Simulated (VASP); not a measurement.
# ZnAu (Pm-3m) in VASP: a series of runs

Runs on ZnAu. Level: PBEsol. Tasks: single point.

Everything below comes from runs of VASP 6.6.1. Logs are shortened: lines on timing, memory, paths and dates and some standing lists are left out, and cuts for length are marked.

## (1) The cell of the first run

The structure is cubic, space group Pm-3m (No. 221). Conventional cell: a = 3.129 Å, b = 3.129 Å, c = 3.129 Å, α = 90.00°, β = 90.00°, γ = 90.00°. Within 3.6 Å of Zn (site symmetry m-3m) lie 8 Au at 2.71 Å and 6 Zn at 3.13 Å. Au (site symmetry m-3m) has 8 Zn at 2.71 Å and 6 Au at 3.13 Å within 3.6 Å.

## (2) Single point, PBEsol

File INCAR:

```
SYSTEM = ZnAu
PREC     = Accurate       ! precision mode
ENCUT    = 520            ! plane-wave cutoff, eV
EDIFF    = 1E-7           ! SCF threshold, eV
ISMEAR   = -1             ! smearing method
SIGMA    = 0.08           ! smearing width, eV
LREAL    = .FALSE.        ! projectors in reciprocal space
LASPH    = .TRUE.         ! aspherical terms in the spheres
NELM     = 60             ! most SCF steps
ALGO     = Normal         ! electronic algorithm
ISIF     = 2              ! what is computed and relaxed
LWAVE    = .FALSE.        ! write WAVECAR
LCHARG   = .FALSE.        ! write CHGCAR
GGA      = PS             ! functional
NBANDS   = 18             ! bands
```

File KPOINTS:

```
regular mesh
0
G
  12 12 12
  0 0 0
```

File POSCAR:

```
ZnAu
1.0
    3.1287008862      0.0000000000      0.0000000000
    0.0000000000      3.1287008862      0.0000000000
    0.0000000000      0.0000000000      3.1287008862
Zn Au
1 1
Direct
    0.5000000000      0.5000000000      0.5000000000
    0.0000000000      0.0000000000      0.0000000000
```

Potentials or basis: VASP PAW PBE potentials, release 64 (Zn, Au).

Started as:

```sh
cat potpaw_PBE.64/Zn/POTCAR potpaw_PBE.64/Au/POTCAR > POTCAR
mpirun -np 1 vasp_std > vasp.out
```

OUTCAR:

```text
SYSTEM = ZnAu
   PREC = Accurate
   ENCUT = 520
   EDIFF = 1E-7
   ISMEAR = -1
   LREAL = .FALSE.
   LASPH = .TRUE.
   NELM = 60
   ISIF = 2
   GGA = PS

 ion  position               nearest neighbor table
   1  0.500  0.500  0.500-   2 2.71   2 2.71   2 2.71   2 2.71   2 2.71   2 2.71   2 2.71   2 2.71

   2  0.000  0.000  0.000-   1 2.71   1 2.71   1 2.71   1 2.71   1 2.71   1 2.71   1 2.71   1 2.71

  LATTYP: Found a simple cubic cell.
 ALAT       =     3.1287008862

  Lattice vectors:

 A1 = (   3.1287008862,   0.0000000000,   0.0000000000)
 A2 = (   0.0000000000,   3.1287008862,   0.0000000000)
 A3 = (   0.0000000000,   0.0000000000,   3.1287008862)

Analysis of symmetry for initial positions (statically):
=====================================================================
 Subroutine PRICEL returns:
 Original cell was already a primitive cell.

 Routine SETGRP: Setting up the symmetry group for a
 simple cubic supercell.

 Subroutine GETGRP returns: Found 48 space group operations
 (whereof 48 operations were pure point group operations)
 out of a pool of 48 trial point group operations.

The static configuration has the point symmetry O_h .

Analysis of symmetry for dynamics (positions and initial velocities):
=====================================================================
 Subroutine PRICEL returns:
 Original cell was already a primitive cell.

 Routine SETGRP: Setting up the symmetry group for a
 simple cubic supercell.

 Subroutine GETGRP returns: Found 48 space group operations
 (whereof 48 operations were pure point group operations)
 out of a pool of 48 trial point group operations.

The dynamic configuration has the point symmetry O_h .

 Subroutine INISYM returns: Found 48 space group operations
 (whereof 48 operations are pure point group operations),
 and found     1 'primitive' translations

----------------------------------------------------------------------------------------

                                     Primitive cell

  volume of cell :      30.6261

  direct lattice vectors                    reciprocal lattice vectors
     3.128700886  0.000000000  0.000000000     0.319621478  0.000000000  0.000000000
     0.000000000  3.128700886  0.000000000     0.000000000  0.319621478  0.000000000
     0.000000000  0.000000000  3.128700886     0.000000000  0.000000000  0.319621478

  length of vectors
     3.128700886  3.128700886  3.128700886     0.319621478  0.319621478  0.319621478

  position of ions in fractional coordinates (direct lattice)
     0.500000000  0.500000000  0.500000000
     0.000000000  0.000000000  0.000000000

  ion indices of the primitive-cell ions
   primitive index   ion index
                 1           1
                 2           2

----------------------------------------------------------------------------------------

 KPOINTS: regular mesh

Automatic generation of k-mesh.
 Grid dimensions read from file:
 generate k-points for:   12   12   12

 Generating k-lattice:

  Cartesian coordinates                     Fractional coordinates (reciprocal lattice)
     0.026635123  0.000000000  0.000000000     0.083333333  0.000000000  0.000000000
     0.000000000  0.026635123  0.000000000     0.000000000  0.083333333  0.000000000
     0.000000000  0.000000000  0.026635123     0.000000000  0.000000000  0.083333333

  Length of vectors
     0.026635123  0.026635123  0.026635123

  Shift w.r.t. Gamma in fractional coordinates (k-lattice)
     0.000000000  0.000000000  0.000000000

 Subroutine IBZKPT returns following result:
 ===========================================

 Found     84 irreducible k-points:

 Following reciprocal coordinates:
            Coordinates               Weight
  0.000000  0.000000  0.000000      1.000000
  0.083333  0.000000  0.000000      6.000000
  0.166667  0.000000  0.000000      6.000000
  0.250000  0.000000  0.000000      6.000000
  0.333333  0.000000  0.000000      6.000000
  0.416667  0.000000  0.000000      6.000000
[... 16 lines left out ...]
  0.333333  0.333333  0.000000     12.000000
  0.416667  0.333333  0.000000     24.000000
 [... further k-points ...]
   k-points           NKPTS =     84   k-points in BZ     NKDIM =     84   number of bands    NBANDS=     18
   number of dos      NEDOS =    301   number of ions     NIONS =      2
   total plane-waves  NPLWV =  13824
   dimension x,y,z NGX =    24 NGY =   24 NGZ =   24
   dimension x,y,z NGXF=    48 NGYF=   48 NGZF=   48
   ions per type =               1   1
   NGX,Y,Z   is equivalent  to a cutoff of  12.75, 12.75, 12.75 a.u.
   NGXF,Y,Z  is equivalent  to a cutoff of  25.51, 25.51, 25.51 a.u.
 SYSTEM =  ZnAu
   PREC   = accura    normal or accurate (medium, high low for compatibility)
   ISTART =      0    job   : 0-new  1-cont  2-samecut
   ICHARG =      2    charge: 1-file 2-atom 10-const
   ISPIN  =      1    spin polarized calculation?
   LNONCOLLINEAR =      F non collinear calculations
   LSORBIT =      F    spin-orbit coupling
   LASPH  =      T    aspherical Exc in radial PAW
   ENCUT  =  520.0 eV  38.22 Ry    6.18 a.u.   5.82  5.82  5.82*2*pi/ulx,y,z
   NELM   =     60;   NELMIN=  2; NELMDL= -5     # of ELM steps
   EDIFF  = 0.1E-06   stopping-criterion for ELM
   LREAL  =      F    real-space projection
   EDIFFG = 0.1E-05   stopping-criterion for IOM
   NSW    =      0    number of steps for IOM
   IBRION =     -1    ionic relax: 0-MD 1-quasi-New 2-CG
   NFREE  =      0    steps in history (QN), initial steepest desc. (CG)
   ISIF   =      2    stress and relaxation
   ISYM   =      2    0-nonsym 1-usesym 2-fastsym
   POTIM  = 0.5000    time-step for ionic-motion
   TEBEG  =    0.0;   TEEND  =   0.0 temperature during run
   PSTRESS=    0.0 pullay stress
   NELECT =      23.0000    total number of electrons
   NUPDOWN=      -1.0000    fix difference up-down
   EMIN   =  10.00;   EMAX   =-10.00  energy-range for DOS
   EFERMI =   0.00;   METHOD = LEGACY
   ISMEAR =    -1;   SIGMA  =   0.08  broadening in eV -4-tet -1-fermi 0-gaus
   EFERMI_NEDOS =   21; number of points for ismear=-14 and -15
   IALGO  =     38    algorithm
   IMIX   =      4    mixing-type and parameters
     AMIX     =   0.40;   BMIX     =  1.00
     AMIX_MAG =   1.60;   BMIX_MAG =  1.00
  volume/ion in A,a.u.               =      15.31       103.34
  Fermi-wavevector in a.u.,A,eV,Ry     =   1.488059  2.812023 30.127635  2.214319
  Thomas-Fermi vector in A             =   2.601141
   LORBIT       =      0    0 simple, 1 ext, 2 COOP (PROOUT), +10 PAW based schemes
   GGA     = PS    functional components
   LHFCALC =     F    Hartree Fock is set to
   AEXX    =    0.0000 exact exchange contribution
   IVDW    =     0    specifies the selected vdW correction
   LEPSILON=     F    determine dielectric tensor
   LRPA    =     F    only Hartree local field effects (RPA)
 non-spin polarized calculation
  energy-cutoff  :      520.00
  volume of cell :       30.63
 maximum number of plane-waves:       844
 NGX is ok and might be reduce to    24
   NGX = 11   NGY = 11   NGZ = 11

 number of electron      22.9999974 magnetization

 Free energy of the ion-electron system (eV)
  ---------------------------------------------------
  ext. energy  EPLUGINS =         0.00000000
  ---------------------------------------------------
  free energy    TOTEN  =        -5.95984480 eV

  energy without entropy =       -5.95079071  energy(sigma->0) =       -5.95531776

 E-fermi :   7.1599     XC(G=0): -12.6350

 val. band max:        7.0309368696   @ k =   0.4167   0.4167   0.1667
 cond. band min:       7.1957232322   @ k =   0.5000   0.4167   0.2500
 fundamental gap:      0.1647863627
 Fermi energy:         7.1598717570

 k-point     1 :       0.0000    0.0000    0.0000
  band No.  band energies     occupation
      1      -3.6991      2.00000
      2      -1.0595      2.00000
      3      -1.0595      2.00000
      4      -0.3149      2.00000
      5      -0.3149      2.00000
      6      -0.3149      2.00000
[... 10 lines left out ...]
     17      19.3787      0.00000
     18      25.4969      0.00000

 k-point     2 :       0.0833    0.0000    0.0000
  band No.  band energies     occupation
      1      -3.5738      2.00000
      2      -1.0303      2.00000
      3      -1.0205      2.00000
      4      -0.3163      2.00000
      5      -0.3163      2.00000
      6      -0.3039      2.00000
[... 10 lines left out ...]
     17      19.9538      0.00000
     18      25.3951      0.00000

 k-point     3 :       0.1667    0.0000    0.0000
  band No.  band energies     occupation
      1      -3.2056      2.00000
      2      -0.9473      2.00000
      3      -0.9152      2.00000
      4      -0.3192      2.00000
      5      -0.3192      2.00000
      6      -0.2733      2.00000
[... 10 lines left out ...]
     17      21.7280      0.00000
     18      25.0844      0.00000

 k-point     4 :       0.2500    0.0000    0.0000
  band No.  band energies     occupation
      1      -2.6199      2.00000
      2      -0.8251      2.00000
      3      -0.7745      2.00000
      4      -0.3210      2.00000
      5      -0.3210      2.00000
      6      -0.2306      2.00000
[... 10 lines left out ...]
     17      23.4520      0.00000
     18      23.7062      0.00000

 k-point     5 :       0.3333    0.0000    0.0000
  band No.  band energies     occupation
      1      -1.8725      2.00000
      2      -0.6898      2.00000
      3      -0.6394      2.00000
      4      -0.3199      2.00000
      5      -0.3199      2.00000
      6      -0.1868      2.00000
[... 10 lines left out ...]
     17      21.8505      0.00000
     18      21.9366      0.00000

 k-point     6 :       0.4167    0.0000    0.0000
  band No.  band energies     occupation
      1      -1.0979      2.00000
      2      -0.5795      2.00000
      3      -0.5504      2.00000
      4      -0.3168      2.00000
      5      -0.3168      2.00000
      6      -0.1539      2.00000
[... 10 lines left out ...]
     17      20.1364      0.00000
     18      20.1366      0.00000

 k-point     7 :       0.5000    0.0000    0.0000
  band No.  band energies     occupation
      1      -0.6644      2.00000
      2      -0.5551      2.00000
      3      -0.5360      2.00000
      4      -0.3152      2.00000
      5      -0.3152      2.00000
      6      -0.1417      2.00000
[... 10 lines left out ...]
     17      18.4627      0.00000
     18      18.6568      0.00000

 k-point     8 :       0.0833    0.0833    0.0000
  band No.  band energies     occupation
      1      -3.4500      2.00000
      2      -0.9987      2.00000
      3      -0.9860      2.00000
      4      -0.3365      2.00000
      5      -0.3179      2.00000
      6      -0.2776      2.00000
[... 10 lines left out ...]
     17      20.0639      0.00000
     18      24.9219      0.00000
[... 229 lines left out ...]
     17      22.6368      0.00000
     18      23.1619      0.00000

 k-point    20 :       0.3333    0.2500    0.0000
  band No.  band energies     occupation
      1      -1.3983      2.00000
      2      -0.7900      2.00000
      3      -0.5178      2.00000
      4      -0.3659      2.00000
      5      -0.3145      2.00000
      6       0.0596      2.00000
[... 10 lines left out ...]
     17      21.8893      0.00000
     18      21.9707      0.00000

 k-point    21 :       0.4167    0.2500    0.0000
  band No.  band energies     occupation
      1      -1.1369      2.00000
      2      -0.8444      2.00000
      3      -0.5163      2.00000
      4      -0.3931      2.00000
      5      -0.2855      2.00000
      6       0.4816      2.00000
[... 10 lines left out ...]
     17      20.7427      0.00000
     18      21.4573      0.00000

 k-point    22 :       0.5000    0.2500    0.0000
  band No.  band energies     occupation
      1      -1.0224      2.00000
      2      -0.9022      2.00000
      3      -0.4958      2.00000
      4      -0.4426      2.00000
      5      -0.2595      2.00000
      6       0.8030      2.00000
[... 10 lines left out ...]
     17      20.0553      0.00000
     18      21.3328      0.00000

 k-point    23 :       0.3333    0.3333    0.0000
  band No.  band energies     occupation
      1      -1.2760      2.00000
      2      -0.8886      2.00000
      3      -0.5780      2.00000
      4      -0.4144      2.00000
      5      -0.2203      2.00000
      6       0.3863      2.00000
[... 10 lines left out ...]
     17      21.1665      0.00000
     18      21.7269      0.00000

 k-point    24 :       0.4167    0.3333    0.0000
  band No.  band energies     occupation
      1      -1.1998      2.00000
      2      -0.9957      2.00000
      3      -0.6000      2.00000
      4      -0.5081      2.00000
      5      -0.1293      2.00000
      6       0.6261      2.00000
[... 10 lines left out ...]
     17      20.7279      0.00000
     18      21.3759      0.00000

 [... further k-points ...]
[... 5 lines left out ...]
  --------------------------------------------------------------------------------------
  -------------------------------------------------------------------------------------
  Total        0.0345405      0.0345405      0.0345405      0.0000000      0.0000000     -0.0000000
  in kB        1.8069514      1.8069514      1.8069514      0.0000000      0.0000000     -0.0000000
  external PRESSURE =       1.8069514 kB  Pullay stress =       0.0000000 kB

 VOLUME and BASIS-vectors are now :
 -----------------------------------------------------------------------------
  energy-cutoff  :      520.00
  volume of cell :       30.63
      direct lattice vectors                 reciprocal lattice vectors
     3.128700886  0.000000000  0.000000000     0.319621478  0.000000000  0.000000000
     0.000000000  3.128700886  0.000000000     0.000000000  0.319621478  0.000000000
     0.000000000  0.000000000  3.128700886     0.000000000  0.000000000  0.319621478

 POSITION                                       TOTAL-FORCE (eV/Angst)
 -----------------------------------------------------------------------------------
      1.56435      1.56435      1.56435         0.000000      0.000000      0.000000
      0.00000      0.00000      0.00000         0.000000      0.000000      0.000000
 -----------------------------------------------------------------------------------
    total drift:                                0.000000      0.000000     -0.000000

  FREE ENERGIE OF THE ION-ELECTRON SYSTEM (eV)
  ---------------------------------------------------
  free  energy   TOTEN  =        -5.9598448022 eV

  energy  without entropy=       -5.9507907109  energy(sigma->0) =       -5.95531776
```

Wall time 28 s (1 thread of AMD EPYC 7R13 (Zen 3), shared host); peak memory 0.14 GiB.

What came out:

| Quantity | Value |
| --- | --- |
| Free energy | -5.9598 eV |
| Pressure | 0.2 GPa |

Caveat: the PAW data sets were made with another functional, which shifts forces and pressure a little; spin-orbit coupling is left out, which moves the levels of the heavy elements.

## (3) Single point, PBEsol

File INCAR:

```
  ALGO = Normal
  EDIFF = 1E-6
  ENCUT = 520
  GGA = PS
  ISIF = 2
  ISMEAR = -1
  LASPH = True
  LCHARG = True
  LELF = True
  LREAL = False
  LVHAR = True
  LWAVE = False
  NBANDS = 18
  NELM = 100
  PREC = Accurate
  SIGMA = 0.08
```

File KPOINTS:

```
k-points
0
Gamma
  12 12 12
```

POSCAR is that of step 2.

Potentials or basis: VASP PAW PBE potentials, release 64 (Zn, Au).

Started as:

```sh
cat potpaw_PBE.64/Zn/POTCAR potpaw_PBE.64/Au/POTCAR > POTCAR
mpirun -np 1 vasp_std > vasp.out
```

Run time: 25 s. Hardware: 1 thread of AMD EPYC 7R13 (Zen 3), shared host; peak memory 0.14 GiB.

Results (log left out):

```
Free energy : -5.9598 eV
Pressure    : 0.1 GPa
```

Levels at points of the mesh, in eV from the Fermi level:
| k point | band 7 | band 8 | band 9 | band 10 | band 11 | band 12 | band 13 | band 14 | band 15 | band 16 |
| --- | --- | --- | --- | --- | --- | --- | --- | --- | --- | --- |
| (0.00, 0.00, 0.00) | -5.51 | -5.51 | -3.78 | -3.78 | -3.78 | 4.95 | 4.95 | 4.95 | 9.01 | 12.22 |
| (0.50, 0.00, 0.00) | -5.93 | -5.55 | -5.02 | -5.02 | -3.96 | -2.41 | 10.41 | 11.19 | 11.19 | 11.30 |
| (0.50, 0.50, 0.00) | -5.13 | -4.13 | -4.13 | -3.19 | -2.12 | -2.12 | 0.85 | 2.57 | 10.43 | 12.69 |
| (0.50, 0.50, 0.50) | -6.59 | -6.59 | -3.14 | -3.14 | 1.40 | 3.62 | 3.71 | 3.71 | 3.71 | 5.95 |

Caveat: the PAW data sets were made with another functional, which shifts forces and pressure a little; spin-orbit coupling is left out, which moves the levels of the heavy elements.
